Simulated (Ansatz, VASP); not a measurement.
**BaTiO3 in VASP and in Ansatz**

Contents of INCAR:

```
  PREC = Accurate
  ENCUT = 520
  EDIFF = 1E-8
  ISMEAR = -1
  SIGMA = 0.05
  LREAL = F
  LASPH = T
  NELM = 80
  ALGO = Normal
  ISIF = 2
  LWAVE = F
  LCHARG = F
  GGA = PE
  LEFG = T
  NBANDS = 28
```

File KPOINTS:

```
Automatic mesh
0
Gamma
  9 9 9
```

POSCAR

```
BaTiO3
1.0
    2.8370624729      1.6379787824      2.3254317696
   -2.8370624729      1.6379787824      2.3254317696
    0.0000000000     -3.2759575648      2.3254317696
Ba Ti O
1 1 3
Direct
    0.0000000000      0.0000000000      0.0000000000
    0.5140000000      0.5140000000      0.5140000000
    0.4916000000      0.4916000000      0.9815000000
    0.4916000000      0.9815000000      0.4916000000
    0.9815000000      0.4916000000      0.4916000000
```

Input for Ansatz:

```yaml
crystal:
  lattice:
    - [2.8370624729, 1.6379787824, 2.3254317696]
    - [-2.8370624729, 1.6379787824, 2.3254317696]
    - [0.0, -3.2759575648, 2.3254317696]
  atoms:
    - { symbol: Ba, position: [0.0, 0.0, 0.0] }
    - { symbol: Ti, position: [0.514, 0.514, 0.514] }
    - { symbol: O, position: [0.4916, 0.4916, 0.9815] }
    - { symbol: O, position: [0.4916, 0.9815, 0.4916] }
    - { symbol: O, position: [0.9815, 0.4916, 0.4916] }
kpoints:
  mp_grid: { grid: [9, 9, 9] }
scf:
  occupations: { method: fermi_dirac, width: 0.05 }
hamiltonian:
  xc: pbe
  pseudopotentials: { kind: all_electron, datasets: crystal }
output:
  forces: true
  stress: true
  eigenvalues: true
  efg: { contact_densities: true }
```

Change from the starting cell: volume scaled by 1.01, crystal datasets.

Alike in both runs: task electric field gradients; functional PBE; k mesh 9 × 9 × 9; occupations fermi-dirac, width 0.05 eV; no spin polarisation.

|  | VASP | Ansatz |
| --- | --- | --- |
| version | VASP 6.6.1 | Ansatz 0.2.0 |
| potentials or method | VASP PAW PBE potentials, release 64 (Ba_sv, Ti_sv, O), cutoff 520 eV | all-electron PAW with datasets made for the crystal, scalar-relativistic |

```tsv
	VASP	Ansatz	Ansatz less VASP
gap on the k mesh at the Fermi level (eV)	2.36	2.41	+0.049
pressure (GPa)	5.0	3.3	-1.75
traceless stress, the component that is largest in VASP (GPa)	-0.15	-0.11	+0.046
rms of the force components (eV/Å)	0.069	0.061	-0.0079
size of Vzz on the site where it differs most (V/Å²)	10.2	10.5	+0.34
```

Atom by atom the forces differ by 0.028 eV/Å (rms over components). Ansatz ran all-electron here, and VASP with PAW potentials.

Neither program's run includes spin-orbit coupling.
